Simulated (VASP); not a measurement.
# C (Fmmm) in VASP: a series of runs

Runs on C. Level: PBE. Tasks: electric field gradients.

Program: VASP 6.6.1. These are calculated values, not measurements. Logs are shortened: lines on timing, memory, paths and dates and some standing lists are left out, and cuts for length are marked.

## (1) The cell of the first run

Symmetry: Fmmm, No. 69, orthorhombic system. Conventional cell: a = 2.472 Å, b = 4.282 Å, c = 6.740 Å, α = 90.00°, β = 90.00°, γ = 90.00°. Within 1.9 Å of C (site symmetry m2m) lie 3 C at 1.43 Å.

## (2) Electric field gradients, PBE (8.92 Å³/atom)

File INCAR:

```
PREC = Accurate ; ENCUT = 520
EDIFF = 1E-8 ; ISMEAR = -1
SIGMA = 0.05 ; LREAL = F
LASPH = T ; NELM = 100
ALGO = Normal ; ISIF = 2
LWAVE = F ; LCHARG = F
GGA = PE ; LEFG = T
NBANDS = 11
```

File KPOINTS:

```
regular mesh
0
Gamma
  18 18 18
```

File POSCAR:

```
C
1.0
    0.0000000000      2.1410865032      3.3701728316
    1.2361326873      0.0000000000      3.3701728316
    1.2361326873      2.1410865032      0.0000000000
C
2
Direct
    0.1666700000      0.8333300000      0.1666700000
    0.8333300000      0.1666700000      0.8333300000
```

Potentials or basis: VASP PAW PBE potentials, release 64 (C).

Command:

```bash
> cat potpaw_PBE.64/C/POTCAR > POTCAR
> mpirun -np 1 vasp_std > vasp.out
```

OUTCAR:

```text
PREC = Accurate
   ENCUT = 520
   EDIFF = 1E-8
   ISMEAR = -1
   LREAL = F
   LASPH = T
   NELM = 100
   ISIF = 2
   GGA = PE

 ion  position               nearest neighbor table
   1  0.167  0.833  0.167-   2 1.43   2 1.43   2 1.43
   2  0.833  0.167  0.833-   1 1.43   1 1.43   1 1.43

  LATTYP: Found a face centered orthorhombic cell.
 ALAT       =     2.4722653746
 B/A-ratio  =     1.7320846906
 C/A-ratio  =     2.7263843649

  Lattice vectors:

 A1 = (   0.0000000000,   2.1410865032,   3.3701728316)
 A2 = (   1.2361326873,   0.0000000000,   3.3701728316)
 A3 = (   1.2361326873,   2.1410865032,   0.0000000000)

Analysis of symmetry for initial positions (statically):
=====================================================================
 Subroutine PRICEL returns:
 Original cell was already a primitive cell.

 Routine SETGRP: Setting up the symmetry group for a
 face centered orthorhombic supercell.

 Subroutine GETGRP returns: Found  8 space group operations
 (whereof  8 operations were pure point group operations)
 out of a pool of  8 trial point group operations.

The static configuration has the point symmetry D_2h.

Analysis of symmetry for dynamics (positions and initial velocities):
=====================================================================
 Subroutine PRICEL returns:
 Original cell was already a primitive cell.

 Routine SETGRP: Setting up the symmetry group for a
 face centered orthorhombic supercell.

 Subroutine GETGRP returns: Found  8 space group operations
 (whereof  8 operations were pure point group operations)
 out of a pool of  8 trial point group operations.

The dynamic configuration has the point symmetry D_2h.

 Subroutine INISYM returns: Found  8 space group operations
 (whereof  8 operations are pure point group operations),
 and found     1 'primitive' translations

----------------------------------------------------------------------------------------

                                     Primitive cell

  volume of cell :      17.8395

  direct lattice vectors                    reciprocal lattice vectors
     0.000000000  2.141086503  3.370172832    -0.404487322  0.233526296  0.148360344
     1.236132687  0.000000000  3.370172832     0.404487322 -0.233526296  0.148360344
     1.236132687  2.141086503  0.000000000     0.404487322  0.233526296 -0.148360344

  length of vectors
     3.992783031  3.589719897  2.472301647     0.490056442  0.490056442  0.490056442

  position of ions in fractional coordinates (direct lattice)
     0.166670000  0.833330000  0.166670000
     0.833330000  0.166670000  0.833330000

  ion indices of the primitive-cell ions
   primitive index   ion index
                 1           1
                 2           2

----------------------------------------------------------------------------------------

 KPOINTS: regular mesh

Automatic generation of k-mesh.
 Grid dimensions read from file:
 generate k-points for:   18   18   18

 Generating k-lattice:

  Cartesian coordinates                     Fractional coordinates (reciprocal lattice)
    -0.022471518  0.012973683  0.008242241     0.055555556 -0.000000000 -0.000000000
     0.022471518 -0.012973683  0.008242241     0.000000000  0.055555556  0.000000000
     0.022471518  0.012973683 -0.008242241     0.000000000  0.000000000  0.055555556

  Length of vectors
     0.027225358  0.027225358  0.027225358

  Shift w.r.t. Gamma in fractional coordinates (k-lattice)
     0.000000000  0.000000000  0.000000000

 Subroutine IBZKPT returns following result:
 ===========================================

 Found    865 irreducible k-points:

 Following reciprocal coordinates:
            Coordinates               Weight
  0.000000  0.000000  0.000000      1.000000
  0.055556 -0.000000 -0.000000      8.000000
  0.111111 -0.000000 -0.000000      8.000000
  0.166667 -0.000000 -0.000000      8.000000
  0.222222 -0.000000 -0.000000      8.000000
  0.277778 -0.000000 -0.000000      8.000000
[... 16 lines left out ...]
 -0.277778  0.055556  0.000000      8.000000
 -0.222222  0.055556  0.000000      8.000000
 [... further k-points ...]
   k-points           NKPTS =    865   k-points in BZ     NKDIM =    865   number of bands    NBANDS=     11
   number of dos      NEDOS =    301   number of ions     NIONS =      2
   total plane-waves  NPLWV =  15120
   dimension x,y,z NGX =    30 NGY =   28 NGZ =   18
   dimension x,y,z NGXF=    60 NGYF=   56 NGZF=   36
   ions per type =               2
   NGX,Y,Z   is equivalent  to a cutoff of  12.49, 12.97, 12.10 a.u.
   NGXF,Y,Z  is equivalent  to a cutoff of  24.98, 25.93, 24.21 a.u.
 SYSTEM =  unknown system
   PREC   = accura    normal or accurate (medium, high low for compatibility)
   ISTART =      0    job   : 0-new  1-cont  2-samecut
   ICHARG =      2    charge: 1-file 2-atom 10-const
   ISPIN  =      1    spin polarized calculation?
   LNONCOLLINEAR =      F non collinear calculations
   LSORBIT =      F    spin-orbit coupling
   LASPH  =      T    aspherical Exc in radial PAW
   ENCUT  =  520.0 eV  38.22 Ry    6.18 a.u.   7.42  6.67  4.60*2*pi/ulx,y,z
   NELM   =    100;   NELMIN=  2; NELMDL= -5     # of ELM steps
   EDIFF  = 0.1E-07   stopping-criterion for ELM
   LREAL  =      F    real-space projection
   EDIFFG = 0.1E-06   stopping-criterion for IOM
   NSW    =      0    number of steps for IOM
   IBRION =     -1    ionic relax: 0-MD 1-quasi-New 2-CG
   NFREE  =      0    steps in history (QN), initial steepest desc. (CG)
   ISIF   =      2    stress and relaxation
   ISYM   =      2    0-nonsym 1-usesym 2-fastsym
   POTIM  = 0.5000    time-step for ionic-motion
   TEBEG  =    0.0;   TEEND  =   0.0 temperature during run
   PSTRESS=    0.0 pullay stress
   NELECT =       8.0000    total number of electrons
   NUPDOWN=      -1.0000    fix difference up-down
   EMIN   =  10.00;   EMAX   =-10.00  energy-range for DOS
   EFERMI =   0.00;   METHOD = LEGACY
   ISMEAR =    -1;   SIGMA  =   0.05  broadening in eV -4-tet -1-fermi 0-gaus
   EFERMI_NEDOS =   21; number of points for ismear=-14 and -15
   IALGO  =     38    algorithm
   IMIX   =      4    mixing-type and parameters
     AMIX     =   0.40;   BMIX     =  1.00
     AMIX_MAG =   1.60;   BMIX_MAG =  1.00
  volume/ion in A,a.u.               =       8.92        60.19
  Fermi-wavevector in a.u.,A,eV,Ry     =   1.253077  2.367972 21.363886  1.570201
  Thomas-Fermi vector in A             =   2.386947
   LORBIT       =      0    0 simple, 1 ext, 2 COOP (PROOUT), +10 PAW based schemes
   GGA     = PE    functional components
   LHFCALC =     F    Hartree Fock is set to
   AEXX    =    0.0000 exact exchange contribution
   IVDW    =     0    specifies the selected vdW correction
   LEPSILON=     F    determine dielectric tensor
   LRPA    =     F    only Hartree local field effects (RPA)
 non-spin polarized calculation
  energy-cutoff  :      520.00
  volume of cell :       17.84
 maximum number of plane-waves:       499
 NGX is ok and might be reduce to    30
   NGX = 15   NGY = 13   NGZ =  9

 number of electron       8.0000001 magnetization

 Free energy of the ion-electron system (eV)
  ---------------------------------------------------
  ext. energy  EPLUGINS =         0.00000000
  ---------------------------------------------------
  free energy    TOTEN  =       -18.42069832 eV

  energy without entropy =      -18.42047754  energy(sigma->0) =      -18.42058793

 E-fermi :   4.5883     XC(G=0): -10.2722

 val. band max:        4.5528673999   @ k =  -0.2778   0.0556   0.3333
 cond. band min:       4.6291349096   @ k =  -0.2222   0.1111   0.3333
 fundamental gap:      0.0762675098
 Fermi energy:         4.5882717563

 k-point     1 :       0.0000    0.0000    0.0000
  band No.  band energies     occupation
      1     -14.9897      2.00000
      2      -1.9213      2.00000
      3       1.5693      2.00000
      4       1.5934      2.00000
      5       8.8720      0.00000
      6      12.8578      0.00000
      7      12.9278      0.00000
      8      15.8732      0.00000
      9      17.0024      0.00000
     10      27.1099      0.00000
     11      30.0511      0.00000
[... 309 lines left out ...]
 k-point    24 :      -0.2222    0.0556    0.0000
  band No.  band energies     occupation
      1     -13.1598      2.00000
      2      -3.4836      2.00000
      3      -0.6860      2.00000
      4      -0.0634      2.00000
      5      10.6801      0.00000
      6      11.4012      0.00000
      7      12.5411      0.00000
      8      18.8479      0.00000
      9      20.5159      0.00000
     10      22.8086      0.00000
     11      27.7197      0.00000

 [... further k-points ...]

------------------------ aborting loop because EDIFF is reached ----------------------------------------

  FORCE on cell =-STRESS in cart. coord.  units (eV):
  Direction    XX          YY          ZZ          XY          YZ          ZX
  --------------------------------------------------------------------------------------
  -------------------------------------------------------------------------------------
  Total       -0.2600307     -0.3134080      0.3995301     -0.0000000      0.0000000      0.0000000
  in kB      -23.3535979    -28.1474611     35.8821590     -0.0000000      0.0000000      0.0000000
  external PRESSURE =      -5.2063000 kB  Pullay stress =       0.0000000 kB

 VOLUME and BASIS-vectors are now :
 -----------------------------------------------------------------------------
  energy-cutoff  :      520.00
  volume of cell :       17.84
      direct lattice vectors                 reciprocal lattice vectors
     0.000000000  2.141086503  3.370172832    -0.404487322  0.233526296  0.148360344
     1.236132687  0.000000000  3.370172832     0.404487322 -0.233526296  0.148360344
     1.236132687  2.141086503  0.000000000     0.404487322  0.233526296 -0.148360344

 POSITION                                       TOTAL-FORCE (eV/Angst)
 -----------------------------------------------------------------------------------
      1.23613      0.71371      3.37017         0.000000      0.003386      0.000000
      1.23613      3.56846      3.37017         0.000000     -0.003386      0.000000
 -----------------------------------------------------------------------------------
    total drift:                               -0.000000     -0.000000     -0.000000

  FREE ENERGIE OF THE ION-ELECTRON SYSTEM (eV)
  ---------------------------------------------------
  free  energy   TOTEN  =       -18.4206983204 eV

  energy  without entropy=      -18.4204775389  energy(sigma->0) =      -18.42058793

 Electric field gradients (V/A^2)
---------------------------------------------------------------------
 ion       V_xx      V_yy      V_zz      V_xy      V_xz      V_yz
---------------------------------------------------------------------
   1     -14.996   -14.955    29.951    -0.000     0.001     0.000
   2     -14.996   -14.955    29.951    -0.000     0.001     0.000
---------------------------------------------------------------------

 Electric field gradients after diagonalization (V/A^2)
 (convention: |V_zz| > |V_xx| > |V_yy|)
----------------------------------------------------------------------
 ion       V_xx      V_yy      V_zz     asymmetry (V_yy - V_xx)/ V_zz
----------------------------------------------------------------------
   1     -14.996   -14.955    29.951       0.001
   2     -14.996   -14.955    29.951       0.001
----------------------------------------------------------------------

           NMR quadrupolar parameters

 Cq : quadrupolar parameter    Cq=e*Q*V_zz/h
 eta: asymmetry parameters     (V_yy - V_xx)/ V_zz
 Q  : nuclear electric quadrupole moment in mb (millibarn)
----------------------------------------------------------------------
 ion       Cq(MHz)       eta       Q (mb)
----------------------------------------------------------------------
   1       0.072       0.001       1.000
   2       0.072       0.001       1.000
----------------------------------------------------------------------
```

It took 2.1 min on 1 thread of AMD EPYC 9R45 (Zen 5), shared host; peak memory 0.21 GiB.

Results:

* Free energy: -18.4207 eV
* Pressure: -0.5 GPa
* Largest force: 0.003 eV/Å
* Largest electric field gradient by atom: C +30.0 V/Å²

Forces on the atoms (eV/Å):
```
C    0.000  0.003  0.000
C    0.000 -0.003  0.000
```

Stress tensor (GPa, compression positive):
```
-2.34  0.00  0.00
 0.00 -2.81  0.00
 0.00  0.00  3.59
```

Electric field gradients, principal values (V/Å²):
```
atom    least   middle  greatest (by size)
 1 C  -14.955  -14.996              29.951
 2 C  -14.955  -14.996              29.951
```

Caveat: this functional lacks dispersion, which binds the layers, so the pressure and a relaxed spacing across them are unreliable; without QUAD_EFG the Cq values of the log hold for a quadrupole moment of 1 mb, not for the nuclei.

[end of part 1 of 2]
